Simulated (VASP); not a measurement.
# Y (P6_3/mmc) in VASP: notebook

Aim: see how the results for Y move with the level of theory and the settings. Levels: PBE, RPBE. Tasks: single point.

Everything below comes from runs of VASP 6.6.1. Logs are shortened: lines on timing, memory, paths and dates and some standing lists are left out, and cuts for length are marked.

## (1) The cell of the first run

Symmetry: P6_3/mmc, No. 194, hexagonal system. Conventional cell: a = 3.653 Å, b = 3.653 Å, c = 5.696 Å, α = 90.00°, β = 90.00°, γ = 120.00°. Y (site symmetry -6m2) has 12 Y at 3.54 to 3.65 Å within 4.7 Å.

## (2) Single point, PBE

INCAR reads:

```
SYSTEM = Y
PREC = Accurate
ENCUT = 520
EDIFF = 1E-6
ISMEAR = -1
SIGMA = 0.05
LREAL = .FALSE.
LASPH = .TRUE.
NELM = 60
ALGO = Normal
ISIF = 2
LWAVE = .FALSE.
LCHARG = .FALSE.
GGA = PE
NBANDS = 18
```

KPOINTS reads:

```
Automatic mesh
0
G
  8 8 5
  0 0 0
```

POSCAR reads:

```
Y
1.0
    3.6533180422      0.0000000000      0.0000000000
   -1.8266590211      3.1638662326      0.0000000000
    0.0000000000      0.0000000000      5.6958813516
Y
2
Direct
    0.6666666667      0.3333333333      0.7500000000
    0.3333333333      0.6666666667      0.2500000000
```

Potentials or basis: VASP PAW PBE potentials, release 64 (Y_sv).

Run with:

```sh
cat potpaw_PBE.64/Y_sv/POTCAR > POTCAR
mpirun -np 1 vasp_std > vasp.out
```

OUTCAR:

```text
SYSTEM = Y
   PREC = Accurate
   ENCUT = 520
   EDIFF = 1E-6
   ISMEAR = -1
   LREAL = .FALSE.
   LASPH = .TRUE.
   NELM = 60
   ISIF = 2
   GGA = PE

 ion  position               nearest neighbor table
   1  0.667  0.333  0.750-   2 3.54   2 3.54   2 3.54   2 3.54   2 3.54   2 3.54
   2  0.333  0.667  0.250-   1 3.54   1 3.54   1 3.54   1 3.54   1 3.54   1 3.54

  LATTYP: Found a hexagonal cell.
 ALAT       =     3.6533180422
 C/A-ratio  =     1.5590981365

  Lattice vectors:

 A1 = (   3.6533180422,   0.0000000000,   0.0000000000)
 A2 = (  -1.8266590211,   3.1638662326,   0.0000000000)
 A3 = (   0.0000000000,   0.0000000000,   5.6958813516)

Analysis of symmetry for initial positions (statically):
=====================================================================
 Subroutine PRICEL returns:
 Original cell was already a primitive cell.

 Routine SETGRP: Setting up the symmetry group for a
 hexagonal supercell.

 Subroutine GETGRP returns: Found 24 space group operations
 (whereof 12 operations were pure point group operations)
 out of a pool of 24 trial point group operations.

The static configuration has the point symmetry D_3d.
 The point group associated with its full space group is D_6h.

Analysis of symmetry for dynamics (positions and initial velocities):
=====================================================================
 Subroutine PRICEL returns:
 Original cell was already a primitive cell.

 Routine SETGRP: Setting up the symmetry group for a
 hexagonal supercell.

 Subroutine GETGRP returns: Found 24 space group operations
 (whereof 12 operations were pure point group operations)
 out of a pool of 24 trial point group operations.

The dynamic configuration has the point symmetry D_3d.
 The point group associated with its full space group is D_6h.

 Subroutine INISYM returns: Found 24 space group operations
 (whereof 12 operations are pure point group operations),
 and found     1 'primitive' translations

----------------------------------------------------------------------------------------

                                     Primitive cell

  volume of cell :      65.8365

  direct lattice vectors                    reciprocal lattice vectors
     3.653318042  0.000000000  0.000000000     0.273723773  0.158034494  0.000000000
    -1.826659021  3.163866233  0.000000000     0.000000000  0.316068989  0.000000000
     0.000000000  0.000000000  5.695881352     0.000000000  0.000000000  0.175565455

  length of vectors
     3.653318042  3.653318042  5.695881352     0.316068989  0.316068989  0.175565455

  position of ions in fractional coordinates (direct lattice)
     0.666666667  0.333333333  0.750000000
     0.333333333  0.666666667  0.250000000

  ion indices of the primitive-cell ions
   primitive index   ion index
                 1           1
                 2           2

----------------------------------------------------------------------------------------

 KPOINTS: Automatic mesh

Automatic generation of k-mesh.
 Grid dimensions read from file:
 generate k-points for:    8    8    5

 Generating k-lattice:

  Cartesian coordinates                     Fractional coordinates (reciprocal lattice)
     0.034215472  0.019754312  0.000000000     0.125000000  0.000000000  0.000000000
     0.000000000  0.039508624  0.000000000     0.000000000  0.125000000  0.000000000
     0.000000000  0.000000000  0.035113091     0.000000000  0.000000000  0.200000000

  Length of vectors
     0.039508624  0.039508624  0.035113091

  Shift w.r.t. Gamma in fractional coordinates (k-lattice)
     0.000000000  0.000000000  0.000000000

 Subroutine IBZKPT returns following result:
 ===========================================

 Found     30 irreducible k-points:

 Following reciprocal coordinates:
            Coordinates               Weight
  0.000000  0.000000  0.000000      1.000000
  0.125000 -0.000000  0.000000      6.000000
  0.250000 -0.000000  0.000000      6.000000
  0.375000 -0.000000  0.000000      6.000000
  0.500000 -0.000000  0.000000      3.000000
  0.125000  0.125000  0.000000      6.000000
[... 16 lines left out ...]
  0.250000 -0.000000  0.400000     12.000000
  0.375000 -0.000000  0.400000     12.000000
 [... further k-points ...]
   k-points           NKPTS =     30   k-points in BZ     NKDIM =     30   number of bands    NBANDS=     18
   number of dos      NEDOS =    301   number of ions     NIONS =      2
   total plane-waves  NPLWV =  32928
   dimension x,y,z NGX =    28 NGY =   28 NGZ =   42
   dimension x,y,z NGXF=    56 NGYF=   56 NGZF=   84
   ions per type =               2
   NGX,Y,Z   is equivalent  to a cutoff of  12.74, 12.74, 12.26 a.u.
   NGXF,Y,Z  is equivalent  to a cutoff of  25.48, 25.48, 24.52 a.u.
 SYSTEM =  Y
   PREC   = accura    normal or accurate (medium, high low for compatibility)
   ISTART =      0    job   : 0-new  1-cont  2-samecut
   ICHARG =      2    charge: 1-file 2-atom 10-const
   ISPIN  =      1    spin polarized calculation?
   LNONCOLLINEAR =      F non collinear calculations
   LSORBIT =      F    spin-orbit coupling
   LASPH  =      T    aspherical Exc in radial PAW
   ENCUT  =  520.0 eV  38.22 Ry    6.18 a.u.   6.79  6.79 10.59*2*pi/ulx,y,z
   NELM   =     60;   NELMIN=  2; NELMDL= -5     # of ELM steps
   EDIFF  = 0.1E-05   stopping-criterion for ELM
   LREAL  =      F    real-space projection
   EDIFFG = 0.1E-04   stopping-criterion for IOM
   NSW    =      0    number of steps for IOM
   IBRION =     -1    ionic relax: 0-MD 1-quasi-New 2-CG
   NFREE  =      0    steps in history (QN), initial steepest desc. (CG)
   ISIF   =      2    stress and relaxation
   ISYM   =      2    0-nonsym 1-usesym 2-fastsym
   POTIM  = 0.5000    time-step for ionic-motion
   TEBEG  =    0.0;   TEEND  =   0.0 temperature during run
   PSTRESS=    0.0 pullay stress
   NELECT =      22.0000    total number of electrons
   NUPDOWN=      -1.0000    fix difference up-down
   EMIN   =  10.00;   EMAX   =-10.00  energy-range for DOS
   EFERMI =   0.00;   METHOD = LEGACY
   ISMEAR =    -1;   SIGMA  =   0.05  broadening in eV -4-tet -1-fermi 0-gaus
   EFERMI_NEDOS =   21; number of points for ismear=-14 and -15
   IALGO  =     38    algorithm
   IMIX   =      4    mixing-type and parameters
     AMIX     =   0.40;   BMIX     =  1.00
     AMIX_MAG =   1.60;   BMIX_MAG =  1.00
  volume/ion in A,a.u.               =      32.92       222.14
  Fermi-wavevector in a.u.,A,eV,Ry     =   1.136040  2.146804 17.559494  1.290586
  Thomas-Fermi vector in A             =   2.272745
   LORBIT       =      0    0 simple, 1 ext, 2 COOP (PROOUT), +10 PAW based schemes
   GGA     = PE    functional components
   LHFCALC =     F    Hartree Fock is set to
   AEXX    =    0.0000 exact exchange contribution
   IVDW    =     0    specifies the selected vdW correction
   LEPSILON=     F    determine dielectric tensor
   LRPA    =     F    only Hartree local field effects (RPA)
 non-spin polarized calculation
  energy-cutoff  :      520.00
  volume of cell :       65.84
 maximum number of plane-waves:      1785
 NGX is ok and might be reduce to    28
   NGX = 13   NGY = 13   NGZ = 21

 number of electron      22.0000000 magnetization

 Free energy of the ion-electron system (eV)
  ---------------------------------------------------
  ext. energy  EPLUGINS =         0.00000000
  ---------------------------------------------------
  free energy    TOTEN  =       -12.87347559 eV

  energy without entropy =      -12.83309227  energy(sigma->0) =      -12.85328393

 E-fermi :   2.9763     XC(G=0):  -9.4181

 val. band max:        2.9710098986   @ k =   0.2500   0.1250   0.4000
 cond. band min:       3.0037367192   @ k =   0.3750  -0.0000   0.0000
 fundamental gap:      0.0327268207
 Fermi energy:         2.9762756012

 k-point     1 :       0.0000    0.0000    0.0000
  band No.  band energies     occupation
      1     -39.7052      2.00000
      2     -39.6309      2.00000
      3     -19.9804      2.00000
      4     -19.5102      2.00000
      5     -19.5102      2.00000
      6     -19.4188      2.00000
[... 10 lines left out ...]
     17       5.7380      0.00000
     18       5.7380      0.00000

 k-point     2 :       0.1250   -0.0000    0.0000
  band No.  band energies     occupation
      1     -39.6978      2.00000
      2     -39.6285      2.00000
      3     -19.9533      2.00000
      4     -19.5631      2.00000
      5     -19.5283      2.00000
      6     -19.4742      2.00000
[... 10 lines left out ...]
     17       5.5226      0.00000
     18       5.6267      0.00000

 k-point     3 :       0.2500   -0.0000    0.0000
  band No.  band energies     occupation
      1     -39.6789      2.00000
      2     -39.6236      2.00000
      3     -19.8801      2.00000
      4     -19.6917      2.00000
      5     -19.6021      2.00000
      6     -19.5697      2.00000
[... 10 lines left out ...]
     17       6.2215      0.00000
     18       6.4220      0.00000

 k-point     4 :       0.3750   -0.0000    0.0000
  band No.  band energies     occupation
      1     -39.6575      2.00000
      2     -39.6212      2.00000
      3     -19.8209      2.00000
      4     -19.7862      2.00000
      5     -19.7224      2.00000
      6     -19.6089      2.00000
[... 375 lines left out ...]
      4     -19.6307      2.00000
      5     -19.5146      2.00000
      6     -19.4931      2.00000
[... 10 lines left out ...]
     17       6.8385      0.00000
     18       6.9154      0.00000

 k-point    23 :       0.2500   -0.0000    0.4000
  band No.  band energies     occupation
      1     -39.6599      2.00000
      2     -39.6428      2.00000
      3     -19.8180      2.00000
      4     -19.7359      2.00000
      5     -19.5689      2.00000
      6     -19.5267      2.00000
[... 10 lines left out ...]
     17       6.9035      0.00000
     18       7.0296      0.00000

 k-point    24 :       0.3750   -0.0000    0.4000
  band No.  band energies     occupation
      1     -39.6450      2.00000
      2     -39.6338      2.00000
      3     -19.8946      2.00000
      4     -19.8499      2.00000
      5     -19.5739      2.00000
      6     -19.5594      2.00000
[... 10 lines left out ...]
     17       7.4749      0.00000
     18       7.5728      0.00000

 [... further k-points ...]

------------------------ aborting loop because EDIFF is reached ----------------------------------------

  FORCE on cell =-STRESS in cart. coord.  units (eV):
  Direction    XX          YY          ZZ          XY          YZ          ZX
  --------------------------------------------------------------------------------------
  -------------------------------------------------------------------------------------
  Total       -0.0486845     -0.0486845     -0.0450944      0.0000000      0.0000000      0.0000000
  in kB       -1.1847725     -1.1847725     -1.0974055      0.0000000      0.0000000      0.0000000
  external PRESSURE =      -1.1556502 kB  Pullay stress =       0.0000000 kB

 VOLUME and BASIS-vectors are now :
 -----------------------------------------------------------------------------
  energy-cutoff  :      520.00
  volume of cell :       65.84
      direct lattice vectors                 reciprocal lattice vectors
     3.653318042  0.000000000  0.000000000     0.273723773  0.158034494  0.000000000
    -1.826659021  3.163866233  0.000000000     0.000000000  0.316068989  0.000000000
     0.000000000  0.000000000  5.695881352     0.000000000  0.000000000  0.175565455

 POSITION                                       TOTAL-FORCE (eV/Angst)
 -----------------------------------------------------------------------------------
      1.82666      1.05462      4.27191         0.000000     -0.000000      0.000000
     -0.00000      2.10924      1.42397        -0.000000      0.000000      0.000000
 -----------------------------------------------------------------------------------
    total drift:                                0.000000     -0.000000      0.000000

  FREE ENERGIE OF THE ION-ELECTRON SYSTEM (eV)
  ---------------------------------------------------
  free  energy   TOTEN  =       -12.8734755868 eV

  energy  without entropy=      -12.8330922707  energy(sigma->0) =      -12.85328393
```

Run time: 26 s. Hardware: 1 thread of Intel Xeon Platinum 8488C (Sapphire Rapids), shared host; peak memory 0.2 GiB.

Results:

```
Free energy            : -12.8735 eV
Pressure               : -0.1 GPa
Band gap on the k mesh : zero (bands 11 and 12 overlap by 1.38 eV)
```

Levels at points of the mesh, in eV from the Fermi level:
| k point | band 9 | band 10 | band 11 | band 12 | band 13 | band 14 |
| --- | --- | --- | --- | --- | --- | --- |
| (0.00, 0.00, 0.00) | -4.67 | -1.83 | 0.93 | 1.75 | 1.75 | 2.10 |
| (0.50, 0.00, 0.00) | -1.66 | -1.17 | -0.79 | -0.11 | 1.43 | 1.46 |

(Part 1 of 2 ends here.)

The gap in the log of VASP goes by the Fermi energy; the results here count the filled bands.